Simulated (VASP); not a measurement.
# Na (P6_3/mmc) in VASP: further runs

Runs on Na. Level: r2SCAN. Tasks: single point.

Everything below comes from runs of VASP 6.6.1. Logs are shortened: lines on timing, memory, paths and dates and some standing lists are left out, and cuts for length are marked.

### 1 The cell of the first run

The structure is hexagonal, space group P6_3/mmc (No. 194). The conventional cell has a = 3.057 Å, b = 3.057 Å, c = 5.003 Å, α = 90.00°, β = 90.00°, γ = 120.00°. Within 4.0 Å of Na (site symmetry -6m2) lie 12 Na at 3.06 Å.

This isn't the form of Na at room conditions, which is bcc.

### 2 Single point, r2SCAN

Input file POSCAR:

```
Na
1.0
    3.0565463685      0.0000000000      0.0000000000
   -1.5282731842      2.6470468030      0.0000000000
    0.0000000000      0.0000000000      5.0031365305
Na
2
Direct
    0.3333333333      0.6666666667      0.2500000000
    0.6666666667      0.3333333333      0.7500000000
```

Input file INCAR.step1:

```
SYSTEM = Na
ALGO = Normal
EDIFF = 1E-4
ENCUT = 520
GGA = PE
ISMEAR = -1
LASPH = .True.
LCHARG = .False.
LREAL = .False.
LWAVE = .True.
NBANDS = 14
NELM = 60
PREC = Accurate
SIGMA = 0.08
```

Input file INCAR.step2:

```
SYSTEM = Na
ALGO = Normal
EDIFF = 1E-6
ENCUT = 520
ISIF = 2
ISMEAR = -1
ISTART = 1
LASPH = .True.
LCHARG = .False.
LMIXTAU = .True.
LREAL = .False.
LWAVE = .False.
METAGGA = R2SCAN
NBANDS = 14
NELM = 60
PREC = Accurate
SIGMA = 0.08
```

Input file KPOINTS:

```
k-points
0
Gamma
  14 14 8
  0 0 0
```

Potentials or basis: VASP PAW PBE potentials, release 64 (Na_pv).

On the command line:

```console
> cat potpaw_PBE.64/Na_pv/POTCAR > POTCAR
> cp INCAR.step1 INCAR
> mpirun -np 1 vasp_std > vasp.out
> cp INCAR.step2 INCAR
> mpirun -np 1 vasp_std > vasp.out
```

OUTCAR:

```text
SYSTEM = Na
   EDIFF = 1E-6
   ENCUT = 520
   ISIF = 2
   ISMEAR = -1
   ISTART = 1
   LASPH = .True.
   LREAL = .False.
   METAGGA = R2SCAN
   NELM = 60
   PREC = Accurate

 ion  position               nearest neighbor table
   1  0.333  0.667  0.250-
   2  0.667  0.333  0.750-

  LATTYP: Found a hexagonal cell.
 ALAT       =     3.0565463685
 C/A-ratio  =     1.6368593593

  Lattice vectors:

 A1 = (   3.0565463685,   0.0000000000,   0.0000000000)
 A2 = (  -1.5282731842,   2.6470468030,   0.0000000000)
 A3 = (   0.0000000000,   0.0000000000,   5.0031365305)

Analysis of symmetry for initial positions (statically):
=====================================================================
 Subroutine PRICEL returns:
 Original cell was already a primitive cell.

 Routine SETGRP: Setting up the symmetry group for a
 hexagonal supercell.

 Subroutine GETGRP returns: Found 24 space group operations
 (whereof 12 operations were pure point group operations)
 out of a pool of 24 trial point group operations.

The static configuration has the point symmetry D_3d.
 The point group associated with its full space group is D_6h.

Analysis of symmetry for dynamics (positions and initial velocities):
=====================================================================
 Subroutine PRICEL returns:
 Original cell was already a primitive cell.

 Routine SETGRP: Setting up the symmetry group for a
 hexagonal supercell.

 Subroutine GETGRP returns: Found 24 space group operations
 (whereof 12 operations were pure point group operations)
 out of a pool of 24 trial point group operations.

The dynamic configuration has the point symmetry D_3d.
 The point group associated with its full space group is D_6h.

 Subroutine INISYM returns: Found 24 space group operations
 (whereof 12 operations are pure point group operations),
 and found     1 'primitive' translations

----------------------------------------------------------------------------------------

                                     Primitive cell

  volume of cell :      40.4795

  direct lattice vectors                    reciprocal lattice vectors
     3.056546368  0.000000000  0.000000000     0.327166638  0.188889747  0.000000000
    -1.528273184  2.647046803  0.000000000     0.000000000  0.377779493  0.000000000
     0.000000000  0.000000000  5.003136530     0.000000000  0.000000000  0.199874617

  length of vectors
     3.056546368  3.056546369  5.003136530     0.377779493  0.377779493  0.199874617

  position of ions in fractional coordinates (direct lattice)
     0.333333333  0.666666667  0.250000000
     0.666666667  0.333333333  0.750000000

  ion indices of the primitive-cell ions
   primitive index   ion index
                 1           1
                 2           2

----------------------------------------------------------------------------------------

 KPOINTS: k-points

Automatic generation of k-mesh.
 Grid dimensions read from file:
 generate k-points for:   14   14    8

 Generating k-lattice:

  Cartesian coordinates                     Fractional coordinates (reciprocal lattice)
     0.023369046  0.013492125  0.000000000     0.071428571  0.000000000  0.000000000
     0.000000000  0.026984250  0.000000000     0.000000000  0.071428571  0.000000000
     0.000000000  0.000000000  0.024984327     0.000000000  0.000000000  0.125000000

  Length of vectors
     0.026984250  0.026984250  0.024984327

  Shift w.r.t. Gamma in fractional coordinates (k-lattice)
     0.000000000  0.000000000  0.000000000

 Subroutine IBZKPT returns following result:
 ===========================================

 Found    120 irreducible k-points:

 Following reciprocal coordinates:
            Coordinates               Weight
  0.000000  0.000000  0.000000      1.000000
  0.071429  0.000000  0.000000      6.000000
  0.142857  0.000000  0.000000      6.000000
  0.214286  0.000000  0.000000      6.000000
  0.285714  0.000000  0.000000      6.000000
  0.357143  0.000000  0.000000      6.000000
[... 16 lines left out ...]
  0.285714  0.285714  0.000000      6.000000
  0.357143  0.285714  0.000000      6.000000
 [... further k-points ...]
   k-points           NKPTS =    120   k-points in BZ     NKDIM =    120   number of bands    NBANDS=     14
   number of dos      NEDOS =    301   number of ions     NIONS =      2
   total plane-waves  NPLWV =  23040
   dimension x,y,z NGX =    24 NGY =   24 NGZ =   40
   dimension x,y,z NGXF=    48 NGYF=   48 NGZF=   80
   ions per type =               2
   NGX,Y,Z   is equivalent  to a cutoff of  13.05, 13.05, 13.29 a.u.
   NGXF,Y,Z  is equivalent  to a cutoff of  26.11, 26.11, 26.58 a.u.
 SYSTEM =  Na
   PREC   = accura    normal or accurate (medium, high low for compatibility)
   ISTART =      1    job   : 0-new  1-cont  2-samecut
   ICHARG =      0    charge: 1-file 2-atom 10-const
   ISPIN  =      1    spin polarized calculation?
   LNONCOLLINEAR =      F non collinear calculations
   LSORBIT =      F    spin-orbit coupling
   LASPH  =      T    aspherical Exc in radial PAW
   ENCUT  =  520.0 eV  38.22 Ry    6.18 a.u.   5.68  5.68  9.30*2*pi/ulx,y,z
   NELM   =     60;   NELMIN=  2; NELMDL=  0     # of ELM steps
   EDIFF  = 0.1E-05   stopping-criterion for ELM
   LREAL  =      F    real-space projection
   EDIFFG = 0.1E-04   stopping-criterion for IOM
   NSW    =      0    number of steps for IOM
   IBRION =     -1    ionic relax: 0-MD 1-quasi-New 2-CG
   NFREE  =      0    steps in history (QN), initial steepest desc. (CG)
   ISIF   =      2    stress and relaxation
   ISYM   =      2    0-nonsym 1-usesym 2-fastsym
   POTIM  = 0.5000    time-step for ionic-motion
   TEBEG  =    0.0;   TEEND  =   0.0 temperature during run
   PSTRESS=    0.0 pullay stress
   NELECT =      14.0000    total number of electrons
   NUPDOWN=      -1.0000    fix difference up-down
   EMIN   =  10.00;   EMAX   =-10.00  energy-range for DOS
   EFERMI =   0.00;   METHOD = LEGACY
   ISMEAR =    -1;   SIGMA  =   0.08  broadening in eV -4-tet -1-fermi 0-gaus
   EFERMI_NEDOS =   21; number of points for ismear=-14 and -15
   IALGO  =     38    algorithm
   IMIX   =      4    mixing-type and parameters
     AMIX     =   0.40;   BMIX     =  1.00
     AMIX_MAG =   1.60;   BMIX_MAG =  1.00
  volume/ion in A,a.u.               =      20.24       136.58
  Fermi-wavevector in a.u.,A,eV,Ry     =   1.149139  2.171558 17.966768  1.320520
  Thomas-Fermi vector in A             =   2.285810
   LORBIT       =      0    0 simple, 1 ext, 2 COOP (PROOUT), +10 PAW based schemes
   METAGGA = R2SCAN    functional components
   LHFCALC =     F    Hartree Fock is set to
   AEXX    =    0.0000 exact exchange contribution
   IVDW    =     0    specifies the selected vdW correction
   LEPSILON=     F    determine dielectric tensor
   LRPA    =     F    only Hartree local field effects (RPA)
 non-spin polarized calculation
  energy-cutoff  :      520.00
  volume of cell :       40.48
 maximum number of plane-waves:      1108
 NGX is ok and might be reduce to    24
   NGX = 11   NGY = 11   NGZ = 19

 number of electron      13.9999979 magnetization

 Free energy of the ion-electron system (eV)
  ---------------------------------------------------
  ext. energy  EPLUGINS =         0.00000000
  ---------------------------------------------------
  free energy    TOTEN  =        -6.12816595 eV

  energy without entropy =       -6.11450854  energy(sigma->0) =       -6.12133724

 E-fermi :   2.8270     XC(G=0):  -8.9412

 val. band max:        2.7571437703   @ k =   0.2143   0.0714   0.2500
 cond. band min:       2.8487374643   @ k =   0.2857   0.2143   0.3750
 fundamental gap:      0.0915936940
 Fermi energy:         2.8270458069

 k-point     1 :       0.0000    0.0000    0.0000
  band No.  band energies     occupation
      1     -23.2919      2.00000
      2     -23.0641      2.00000
      3     -23.0638      2.00000
      4     -23.0360      2.00000
      5     -23.0345      2.00000
      6     -23.0342      2.00000
      7      -2.2198      2.00000
      8       3.4415      0.00092
      9       4.6479      0.00000
     10      17.2679      0.00000
     11      17.2688      0.00000
     12      17.8008      0.00000
     13      18.7781      0.00000
     14      18.7788      0.00000

 k-point     2 :       0.0714    0.0000    0.0000
  band No.  band energies     occupation
      1     -23.2873      2.00000
      2     -23.0735      2.00000
      3     -23.0670      2.00000
      4     -23.0445      2.00000
      5     -23.0373      2.00000
      6     -23.0357      2.00000
      7      -2.0960      2.00000
      8       3.5341      0.00029
      9       4.7603      0.00000
     10      15.4078      0.00000
     11      16.8654      0.00000
     12      17.5473      0.00000
     13      18.9156      0.00000
     14      19.2510      0.00000

 k-point     3 :       0.1429    0.0000    0.0000
  band No.  band energies     occupation
      1     -23.2739      2.00000
      2     -23.1008      2.00000
      3     -23.0751      2.00000
      4     -23.0724      2.00000
      5     -23.0413      2.00000
      6     -23.0395      2.00000
      7      -1.7282      2.00000
      8       3.8126      0.00001
      9       5.0883      0.00000
     10      13.1571      0.00000
     11      15.9812      0.00000
     12      16.2081      0.00000
     13      17.8244      0.00000
     14      19.3627      0.00000
[... 324 lines left out ...]
 k-point    23 :       0.2857    0.2857    0.0000
  band No.  band energies     occupation
      1     -23.2275      2.00000
      2     -23.1969      2.00000
      3     -23.1635      2.00000
      4     -23.1502      2.00000
      5     -23.1264      2.00000
      6     -23.1047      2.00000
      7       3.1633      0.02946
      8       5.8136      0.00000
      9       6.1717      0.00000
     10       7.9910      0.00000
     11      10.4546      0.00000
     12      10.7753      0.00000
     13      11.1893      0.00000
     14      14.3931      0.00000

 k-point    24 :       0.3571    0.2857    0.0000
  band No.  band energies     occupation
      1     -23.2263      2.00000
      2     -23.1857      2.00000
      3     -23.1805      2.00000
      4     -23.1364      2.00000
      5     -23.1363      2.00000
      6     -23.1164      2.00000
      7       4.1334      0.00000
      8       4.8772      0.00000
      9       5.9778      0.00000
     10       8.8931      0.00000
     11       9.8071      0.00000
     12      10.6933      0.00000
     13      10.9400      0.00000
     14      14.2753      0.00000

 [... further k-points ...]

------------------------ aborting loop because EDIFF is reached ----------------------------------------

  FORCE on cell =-STRESS in cart. coord.  units (eV):
  Direction    XX          YY          ZZ          XY          YZ          ZX
  --------------------------------------------------------------------------------------
  -------------------------------------------------------------------------------------
  Total        3.8153074      3.8153074      3.7292834      0.0000000     -0.0000000      0.0000000
  in kB      151.0098092    151.0098092    147.6049786      0.0000000     -0.0000000      0.0000000
  external PRESSURE =     149.8748657 kB  Pullay stress =       0.0000000 kB

 VOLUME and BASIS-vectors are now :
 -----------------------------------------------------------------------------
  energy-cutoff  :      520.00
  volume of cell :       40.48
      direct lattice vectors                 reciprocal lattice vectors
     3.056546368  0.000000000  0.000000000     0.327166638  0.188889747  0.000000000
    -1.528273184  2.647046803  0.000000000     0.000000000  0.377779493  0.000000000
     0.000000000  0.000000000  5.003136530     0.000000000  0.000000000  0.199874617

 POSITION                                       TOTAL-FORCE (eV/Angst)
 -----------------------------------------------------------------------------------
     -0.00000      1.76470      1.25078        -0.000000      0.000000      0.000000
      1.52827      0.88235      3.75235         0.000000      0.000000      0.000000
 -----------------------------------------------------------------------------------
    total drift:                               -0.000000      0.000000     -0.000000

  FREE ENERGIE OF THE ION-ELECTRON SYSTEM (eV)
  ---------------------------------------------------
  free  energy   TOTEN  =        -6.1281659456 eV

  energy  without entropy=       -6.1145085384  energy(sigma->0) =       -6.12133724
```

Run time: 4.5 min. Hardware: 1 thread of Oxide Virtual Turin-like, shared host; peak memory 0.16 GiB.

Results:

| Quantity | Value |
| --- | --- |
| Free energy | -6.1282 eV |
| Pressure | 15.0 GPa |
| Band gap on the k mesh | zero (bands 7 and 8 overlap by 5.95 eV) |

Caveat: the cell stands under pressure; the PAW data sets were made with another functional, which shifts forces and pressure a little.

(Continued in part 2 of 2.)

The gap in the log of VASP goes by the Fermi energy; the results here count the filled bands.